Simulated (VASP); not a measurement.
# HfC (Pm-3m) in VASP: settings compared, part 2 of 2

VASP 6.6.1. The steps go on from the part before.

## Step 4: Single point, LDA

File INCAR:

```
SYSTEM = HfC
  PREC = Accurate
  ENCUT = 520
  EDIFF = 1E-6
  ISMEAR = 0
  SIGMA = 0.05
  LREAL = .False.
  LASPH = .True.
  NELM = 60
  ALGO = Normal
  ISIF = 2
  LWAVE = .False.
  LCHARG = .False.
  GGA = CA
  NBANDS = 14
```

File KPOINTS:

```
Automatic mesh
0
Gamma
  12 12 12
  0 0 0
```

File POSCAR:

```
HfC
1.0
    2.9008889300      0.0000000000      0.0000000000
    0.0000000000      2.9008889300      0.0000000000
    0.0000000000      0.0000000000      2.9008889300
Hf C
1 1
Direct
    0.0000000000      0.0000000000      0.0000000000
    0.5000000000      0.5000000000      0.5000000000
```

Potentials or basis: VASP PAW LDA potentials, release 64 (Hf_pv, C).

Started as:

```console
cat potpaw_LDA.64/Hf_pv/POTCAR potpaw_LDA.64/C/POTCAR > POTCAR
mpirun -np 1 vasp_std > vasp.out
```

OUTCAR:

```text
SYSTEM = HfC
   PREC = Accurate
   ENCUT = 520
   EDIFF = 1E-6
   ISMEAR = 0
   LREAL = .False.
   LASPH = .True.
   NELM = 60
   ISIF = 2
   GGA = CA

 ion  position               nearest neighbor table
   1  0.000  0.000  0.000-   2 2.51   2 2.51   2 2.51   2 2.51   2 2.51   2 2.51   2 2.51   2 2.51

   2  0.500  0.500  0.500-   1 2.51   1 2.51   1 2.51   1 2.51   1 2.51   1 2.51   1 2.51   1 2.51

  LATTYP: Found a simple cubic cell.
 ALAT       =     2.9008889300

  Lattice vectors:

 A1 = (   2.9008889300,   0.0000000000,   0.0000000000)
 A2 = (   0.0000000000,   2.9008889300,   0.0000000000)
 A3 = (   0.0000000000,   0.0000000000,   2.9008889300)

Analysis of symmetry for initial positions (statically):
=====================================================================
 Subroutine PRICEL returns:
 Original cell was already a primitive cell.

 Routine SETGRP: Setting up the symmetry group for a
 simple cubic supercell.

 Subroutine GETGRP returns: Found 48 space group operations
 (whereof 48 operations were pure point group operations)
 out of a pool of 48 trial point group operations.

The static configuration has the point symmetry O_h .

Analysis of symmetry for dynamics (positions and initial velocities):
=====================================================================
 Subroutine PRICEL returns:
 Original cell was already a primitive cell.

 Routine SETGRP: Setting up the symmetry group for a
 simple cubic supercell.

 Subroutine GETGRP returns: Found 48 space group operations
 (whereof 48 operations were pure point group operations)
 out of a pool of 48 trial point group operations.

The dynamic configuration has the point symmetry O_h .

 Subroutine INISYM returns: Found 48 space group operations
 (whereof 48 operations are pure point group operations),
 and found     1 'primitive' translations

----------------------------------------------------------------------------------------

                                     Primitive cell

  volume of cell :      24.4114

  direct lattice vectors                    reciprocal lattice vectors
[... 115 lines left out ...]
   IVDW    =     0    specifies the selected vdW correction
   LEPSILON=     F    determine dielectric tensor
   LRPA    =     F    only Hartree local field effects (RPA)
 non-spin polarized calculation
 Gauss-broadening in eV      SIGMA  =   0.05
  energy-cutoff  :      520.00
  volume of cell :       24.41
 maximum number of plane-waves:       691
 NGX is ok and might be reduce to    24
   NGX = 11   NGY = 11   NGZ = 11

 number of electron      14.0000002 magnetization

 Free energy of the ion-electron system (eV)
  ---------------------------------------------------
  ext. energy  EPLUGINS =         0.00000000
  ---------------------------------------------------
  free energy    TOTEN  =       -20.17762340 eV

  energy without entropy =      -20.17360470  energy(sigma->0) =      -20.17561405

 E-fermi :   6.4571     XC(G=0): -12.7304

 val. band max:        6.4230010336   @ k =   0.5000   0.1667   0.0833
 cond. band min:       6.4604238505   @ k =   0.3333   0.2500   0.0000
 fundamental gap:      0.0374228169
 Fermi energy:         6.4570735395

 k-point     1 :       0.0000    0.0000    0.0000
  band No.  band energies     occupation
      1     -23.3110      2.00000
      2     -23.3110      2.00000
      3     -23.3110      2.00000
      4      -6.1101      2.00000
      5       4.5312      2.00000
      6       4.5312      2.00000
      7       7.5864      0.00000
      8       7.5864      0.00000
      9       7.5864      0.00000
     10      12.5358      0.00000
     11      12.5358      0.00000
     12      12.5358      0.00000
     13      13.0529      0.00000
     14      18.8205      0.00000
[... 377 lines left out ...]
      1     -24.1748      2.00000
      2     -23.9694      2.00000
      3     -23.1451      2.00000
      4      -3.2656      2.00000
      5       2.2745      2.00000
      6       4.1126      2.00000
      7       6.6199      0.00000
      8       6.9568      0.00000
      9      10.0775      0.00000
     10      11.8751      0.00000
     11      11.9193      0.00000
     12      13.1088      0.00000
     13      16.5495      0.00000
     14      18.8257      0.00000

 [... further k-points ...]
[... 5 lines left out ...]
  --------------------------------------------------------------------------------------
  -------------------------------------------------------------------------------------
  Total       -1.9676583     -1.9676583     -1.9676583      0.0000000      0.0000000     -0.0000000
  in kB     -129.1418404   -129.1418404   -129.1418404      0.0000000      0.0000000     -0.0000000
  external PRESSURE =    -129.1418404 kB  Pullay stress =       0.0000000 kB

 VOLUME and BASIS-vectors are now :
 -----------------------------------------------------------------------------
  energy-cutoff  :      520.00
  volume of cell :       24.41
      direct lattice vectors                 reciprocal lattice vectors
     2.900888930  0.000000000  0.000000000     0.344721919  0.000000000  0.000000000
     0.000000000  2.900888930  0.000000000     0.000000000  0.344721919  0.000000000
     0.000000000  0.000000000  2.900888930     0.000000000  0.000000000  0.344721919

 POSITION                                       TOTAL-FORCE (eV/Angst)
 -----------------------------------------------------------------------------------
      0.00000      0.00000      0.00000         0.000000      0.000000      0.000000
      1.45044      1.45044      1.45044         0.000000      0.000000      0.000000
 -----------------------------------------------------------------------------------
    total drift:                                0.000000      0.000000     -0.000000

  FREE ENERGIE OF THE ION-ELECTRON SYSTEM (eV)
  ---------------------------------------------------
  free  energy   TOTEN  =       -20.1776234008 eV

  energy  without entropy=      -20.1736047037  energy(sigma->0) =      -20.17561405
```

stdout:

```text
POSCAR found type information on POSCAR HfC
 POSCAR found :  2 types and       2 ions
 scaLAPACK will be used
 LDA part: xc-table for (Slater(with rela. corr.)+CA(PZ))
 , standard interpolation
 POSCAR, INCAR and KPOINTS ok, starting setup
 FFT: planning ... GRIDC
 FFT: planning ... GRID_SOFT
 FFT: planning ... GRID
 WAVECAR not read
 entering main loop
```

It took 14 s on 1 thread of AMD EPYC 9R45 (Zen 5), shared host; peak memory 0.12 GiB.

What came out:

```
Free energy            : -20.1776 eV
Pressure               : -12.9 GPa
Band gap on the k mesh : zero (band 7 reaches 7.59 eV, above the bottom of band 8 at 5.60 eV)
```

Caveat: spin-orbit coupling is left out, which moves the levels of the heavy elements.

## Step 5: Summary

| level | potentials or basis | cell | gap on the mesh (eV) | pressure (GPa) |
| --- | --- | --- | --- | --- |
| PBE | VASP PAW PBE potentials, release 64 (Hf_pv, C) | a = 2.901 Å, 2 atoms | none | -1.4 |
| PBE | VASP PAW PBE potentials, release 64 (Hf_pv, C) | a = 2.881 Å, 2 atoms | none | 2.9 |
| LDA | VASP PAW LDA potentials, release 64 (Hf_pv, C) | a = 2.901 Å, 2 atoms | none | -12.9 |

Alike in all rows: task single point; no spin polarisation; k mesh 12 × 12 × 12; cutoff (eV) 520; smearing gaussian 0.05 eV.

Caveats: spin-orbit coupling is left out, which moves the levels of the heavy elements.

Absolute energies hang on the potentials; compare differences alone.
